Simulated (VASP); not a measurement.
A run of VASP 6.6.1 is set up as follows.

File INCAR:

```
SYSTEM = In
ALGO = Normal
EDIFF = 1E-6
EDIFFG = -0.01
ENCUT = 600
GGA = RE
IBRION = 2
ISIF = 3
ISMEAR = -1
IVDW = 13
LASPH = .TRUE.
LCHARG = .FALSE.
LREAL = .FALSE.
LWAVE = .FALSE.
NELM = 60
NSW = 60
PREC = Accurate
SIGMA = 0.05
```

Contents of KPOINTS:

```
k-points
0
G
  10 10 10
  0 0 0
```

POSCAR

```
In
1.0
   -1.8825252400      1.8825252400      1.8825252400
    1.8825252400     -1.8825252400      1.8825252400
    1.8825252400      1.8825252400     -1.8825252400
In
1
Direct
    0.0000000000      0.0000000000      0.0000000000
```

Potentials or basis: VASP PAW PBE potentials, release 64 (In_d).

Command:

```sh
$ cat potpaw_PBE.64/In_d/POTCAR > POTCAR
$ mpirun -np 1 vasp_std > vasp.out
```

(1) Estimate the relaxed volume.

(2) Predict the dispersion energy per atom.

Results:

(1) 26.52 Å³/atom.

(2) -0.500 eV.

Caveat: the PAW data sets were made with another functional, which shifts forces and pressure a little; pairwise dispersion overbinds metals, which lowers pressure and volume.
